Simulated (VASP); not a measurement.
# H20CO9 in VASP: notebook, part 2 of 2

VASP 6.6.1. Earlier steps stand in the parts before.

## Step 4: Single point, r2SCAN+D3(BJ)

Input file POSCAR:

```
H20CO9
1.0
    6.5131880000      0.0000000000      0.0000000000
    0.0000000000      6.5131880000      0.0000000000
    0.0000000000      0.0000000000      6.5131880000
O H C
9 20 1
Direct
    0.2300102500      0.1432785297      0.3660572979
    1.0312614959      0.7016840294      0.5898647483
    0.6096400104      0.5584822671      0.6984598019
    0.2675034100      0.2773449807      0.9158955645
    0.7886614051      0.1865906527      0.5812514547
    0.5735440156      0.9756358944      0.9975759950
    0.5722543246      0.8242353821      0.4044563123
    0.7116944882      0.3635239763      0.1890318535
    0.1828904678      0.6525836503      0.1278943583
    0.1479152759      0.1978600955      0.2589668838
    0.1072746557      0.1212463083      0.4605732247
    0.9287157073      0.5721929108      0.5442803125
    0.9525903444      0.7818291135      0.6789301952
    0.6018250970      0.4123326396      0.7142278098
    0.6053256869      0.6426806658      0.5715327118
    0.2101582205      0.4204085618      0.9600060677
    0.3191678177      0.2693765327      0.7753806584
    0.8205351972      0.2340175042      0.7246835190
    0.7988868124      0.3055032344      0.4813771689
    0.5529857268      0.8592105740      0.9168014189
    0.4846781638      1.0834786283      0.9550008383
    0.4740689199      0.9114277064      0.4790587958
    0.5205438566      0.8365181536      0.2683632040
    0.6895701460      0.4985423421      0.2773910411
    0.5831859913      0.3140858210      0.1176996580
    0.0564086282      0.9423802906      0.1281400138
    0.2585984007      0.6585561479      0.2525184288
    0.2758710481      0.9392481838      0.0963890494
    0.1104988832      0.8257093147     -0.1163639066
    0.1604129959      0.8496453657      0.0494842157
```

Input file INCAR.step1:

```
PREC = Accurate
ENCUT = 580
ISMEAR = -1
SIGMA = 0.05
LREAL = False
LASPH = True
NELM = 120
NBANDS = 60
GGA = PE
ALGO = Normal
EDIFF = 1E-5
LWAVE = True
LCHARG = False
GGA_COMPAT = False
```

Input file INCAR.step2:

```
PREC = Accurate
ENCUT = 580
EDIFF = 1E-6
ISMEAR = -1
SIGMA = 0.05
LREAL = False
LASPH = True
NELM = 120
ALGO = Normal
ISIF = 2
LWAVE = False
LCHARG = False
METAGGA = R2SCAN
LMIXTAU = True
IVDW = 12
VDW_S6 = 1.0
VDW_S8 = 0.78981345
VDW_A1 = 0.49484001
VDW_A2 = 5.73083694
NBANDS = 60
ISTART = 1
GGA_COMPAT = False
```

Input file KPOINTS:

```
regular mesh
0
Gamma
  1 1 1
```

Potentials or basis: VASP PAW PBE potentials, release 64 (O, H, C).

On the command line:

```bash
cat potpaw_PBE.64/O/POTCAR potpaw_PBE.64/H/POTCAR potpaw_PBE.64/C/POTCAR > POTCAR
cp INCAR.step1 INCAR
mpirun -np 1 vasp_gam > vasp.out
cp INCAR.step2 INCAR
mpirun -np 1 vasp_gam > vasp.out
```

OUTCAR:

```text
PREC = Accurate
   ENCUT = 580
   EDIFF = 1E-6
   ISMEAR = -1
   LREAL = False
   LASPH = True
   NELM = 120
   ISIF = 2
   METAGGA = R2SCAN
   IVDW = 12
   ISTART = 1
 IVDW          = 12

 ion  position               nearest neighbor table
   1  0.230  0.143  0.366-  10 0.95  11 1.02
   2  0.031  0.702  0.590-  13 0.93  12 1.12
   3  0.610  0.558  0.698-  14 0.96  15 0.99
   4  0.268  0.277  0.916-  17 0.98  16 1.04
   5  0.789  0.187  0.581-  18 1.01  19 1.01
   6  0.574  0.976  0.998-  20 0.93  21 0.95
   7  0.572  0.824  0.404-  23 0.95  22 0.98
   8  0.712  0.364  0.189-  25 1.01  24 1.06
   9  0.183  0.653  0.128-  27 0.95  30 1.39
  10  0.148  0.198  0.259-   1 0.95
  11  0.107  0.121  0.461-   1 1.02
  12  0.929  0.572  0.544-   2 1.12
  13  0.953  0.782  0.679-   2 0.93
  14  0.602  0.412  0.714-   3 0.96
  15  0.605  0.643  0.572-   3 0.99
[... 12 lines left out ...]
  28  0.276  0.939  0.096-  30 1.00
  29  0.110  0.826  0.884-  30 1.14
  30  0.160  0.850  0.049-  28 1.00  26 1.04  29 1.14   9 1.39

[... 219 lines left out ...]
 fundamental gap:      3.8659149862
 Fermi energy:        -1.5944275798

 k-point     1 :       0.0000    0.0000    0.0000
  band No.  band energies     occupation
      1     -24.1002      2.00000
      2     -23.8594      2.00000
      3     -23.5762      2.00000
      4     -23.4338      2.00000
      5     -23.2696      2.00000
      6     -23.0865      2.00000
[... 43 lines left out ...]
     50       6.6036      0.00000
     51       6.9875      0.00000
 [bands above 51 left out]

------------------------ aborting loop because EDIFF is reached ----------------------------------------

 Edisp (eV)   -0.55247

 E8    (eV) :    -0.0805

  FORCE on cell =-STRESS in cart. coord.  units (eV):
  Direction    XX          YY          ZZ          XY          YZ          ZX
  --------------------------------------------------------------------------------------
  -------------------------------------------------------------------------------------
  Total       2.21701    -4.03464    -2.15303    -1.33021    -3.81941     0.22205
  in kB      12.85572   -23.39560   -12.48473    -7.71349   -22.14754     1.28759
  external pressure =       -7.67 kB  Pullay stress =        0.00 kB

 VOLUME and BASIS-vectors are now :
 -----------------------------------------------------------------------------
  energy-cutoff  :      580.00
  volume of cell :      276.30
      direct lattice vectors                 reciprocal lattice vectors
     6.513188000  0.000000000  0.000000000     0.153534644  0.000000000  0.000000000
     0.000000000  6.513188000  0.000000000     0.000000000  0.153534644  0.000000000
     0.000000000  0.000000000  6.513188000     0.000000000  0.000000000  0.153534644

 POSITION                                       TOTAL-FORCE (eV/Angst)
 -----------------------------------------------------------------------------------
      1.49810      0.93320      2.38420        -1.743397     -0.227812      2.469368
      0.20361      4.57020      3.84190        -0.970226     -4.506383     -2.728557
      3.97070      3.63750      4.54920         0.293169      1.350521      1.420742
      1.74230      1.80640      5.96540        -0.387986      1.158111      0.597684
      5.13670      1.21530      3.78580         0.706761      1.255555      0.719073
      3.73560      6.35450      6.49740         1.831649      1.053995      1.217151
[... 22 lines left out ...]
      0.71970      5.37800      5.75529         1.183936      0.819430      1.473742
      1.04480      5.53390      0.32230        -2.758621     -1.388278     -2.506252
 -----------------------------------------------------------------------------------
    total drift:                               -0.001290      0.001575     -0.001333

  FREE ENERGIE OF THE ION-ELECTRON SYSTEM (eV)
  ---------------------------------------------------
  free  energy   TOTEN  =      -154.8233309906 eV

  energy  without entropy=     -154.8233309905  energy(sigma->0) =     -154.82333099
```

OSZICAR.step1:

```text
N       E                     dE             d eps       ncg     rms          rms(c)
DAV:   1     0.596053070494E+03    0.59605E+03   -0.45740E+04   120   0.131E+03
DAV:   2    -0.100917156859E+03   -0.69697E+03   -0.66849E+03   148   0.302E+02
DAV:   3    -0.157727537363E+03   -0.56810E+02   -0.56329E+02   144   0.911E+01
DAV:   4    -0.158560645179E+03   -0.83311E+00   -0.83039E+00   152   0.123E+01
DAV:   5    -0.158572019469E+03   -0.11374E-01   -0.11366E-01   152   0.142E+00    0.237E+01
DAV:   6    -0.143722827227E+03    0.14849E+02   -0.43004E+01   136   0.261E+01    0.974E+00
DAV:   7    -0.143120250714E+03    0.60258E+00   -0.15626E+00   152   0.572E+00    0.593E+00
DAV:   8    -0.142875515521E+03    0.24474E+00   -0.60278E-01   144   0.406E+00    0.732E-01
DAV:   9    -0.142881281610E+03   -0.57661E-02   -0.72945E-02   144   0.112E+00    0.403E-01
DAV:  10    -0.142886057967E+03   -0.47764E-02   -0.18042E-02   128   0.513E-01    0.183E-01
DAV:  11    -0.142885811453E+03    0.24651E-03   -0.16562E-03   152   0.189E-01    0.113E-01
DAV:  12    -0.142886197310E+03   -0.38586E-03   -0.13620E-03   128   0.153E-01    0.346E-02
DAV:  13    -0.142886214576E+03   -0.17267E-04   -0.14009E-04   152   0.616E-02    0.176E-02
DAV:  14    -0.142886222607E+03   -0.80309E-05   -0.37866E-05   128   0.297E-02
   1 F= -.14288622E+03 E0= -.14288622E+03  d E =-.149443E-10
```

Wall time 4.9 min (1 thread of Intel Xeon 8259CL, shared host); peak memory 0.43 GiB.

Results:

```yaml
Free_energy: -154.8233 eV
Pressure: -0.8 GPa
Largest_force: 5.357 eV/Å
Dispersion_energy_per_atom: -0.018 eV
```

Forces in eV/Å, atoms in the order of the input:
```
O   -1.743 -0.228  2.469
O   -0.970 -4.506 -2.729
O    0.293  1.351  1.421
O   -0.388  1.158  0.598
O    0.707  1.256  0.719
O    1.832  1.054  1.217
O   -0.776  0.085  1.280
O   -0.805  2.025  1.145
O   -0.266 -1.932 -0.082
H    0.037  0.612 -1.387
H    1.617 -0.141 -0.517
H    2.649  3.840  1.587
H   -1.540  0.776  0.895
H   -0.215  0.274 -1.183
H   -0.501 -1.190 -0.171
H    1.238 -1.607 -1.000
H   -0.766  0.931  0.369
H    0.037 -0.322 -1.720
H   -0.348 -1.715  1.201
H   -0.356 -1.475 -1.343
H   -0.824  0.205 -0.276
H    0.629 -0.239 -0.288
H    0.313  0.340 -1.255
H   -0.345 -2.692 -2.532
H    1.205  1.200  1.469
H   -2.837  0.103  0.715
H    0.200 -0.125  0.916
H    3.497  1.531 -0.486
H    1.184  0.819  1.474
C   -2.759 -1.388 -2.506
```

Caveat: the k points lie up to 0.96 Å⁻¹ apart; the PAW data sets were made with another functional, which shifts forces and pressure a little.

## Step 5: The runs side by side

| cell | pressure (GPa) | largest force (eV/Å) |
| --- | --- | --- |
| as given, atomic positions A | 1.4 | 4.45 |
| as given, atomic positions B | -1.7 | 6.55 |
| as given, atomic positions C | -0.8 | 5.36 |

Alike in all rows: task single point; level r2SCAN+D3(BJ); potentials or basis VASP PAW PBE potentials, release 64 (O, H, C); no spin polarisation; k mesh 1 × 1 × 1; cutoff (eV) 580; smearing fermi-dirac 0.05 eV.

Caveats: all runs use coarse meshes; the PAW data sets were made with another functional, which shifts forces and pressure a little.

Absolute energies hang on the potentials; compare differences alone.
